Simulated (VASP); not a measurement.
Ca, 1 atom in the cell. It takes space group I4/mmm (No. 139, tetragonal). The conventional cell has a = 3.952 Å, b = 3.952 Å, c = 5.421 Å, α = 90.00°, β = 90.00°, γ = 90.00°. Within 5.1 Å of Ca (site symmetry 4/mmm) lie 12 Ca at 3.89 to 3.95 Å.  This cell differs from its parent crystal: strain -0.0300 x Voigt [1, 0, 0, 0, 0, 0].

* Program: VASP 6.6.1
* Task: single point
* Functional: PBE
* Potentials or basis: VASP PAW PBE potentials, release 64 (Ca_sv)
* Cutoff: 520 eV
* k mesh: 14 × 14 × 14
* Occupations: gaussian, width 0.15 eV
* Spin: no spin polarisation
* Dipole correction: no
* Further INCAR settings: ALGO = Normal; EDIFF = 1e-07; NBANDS = 11

Potentials or basis: VASP PAW PBE potentials, release 64 (Ca_sv).

Command:

```console
$ cat potpaw_PBE.64/Ca_sv/POTCAR > POTCAR
$ mpirun -np 1 vasp_std > vasp.out
```

Hardware: 1 thread of AMD EPYC 9R45 96-Core Processor (Zen 5), with other jobs on the host.

**Question.** How long does it take, and how much memory?

**Answer.** It took 40 s on 1 thread of AMD EPYC 9R45 96-Core Processor (Zen 5), on a shared host, peak memory 0.22 GiB. Counts: scf iterations 13, k points 244.
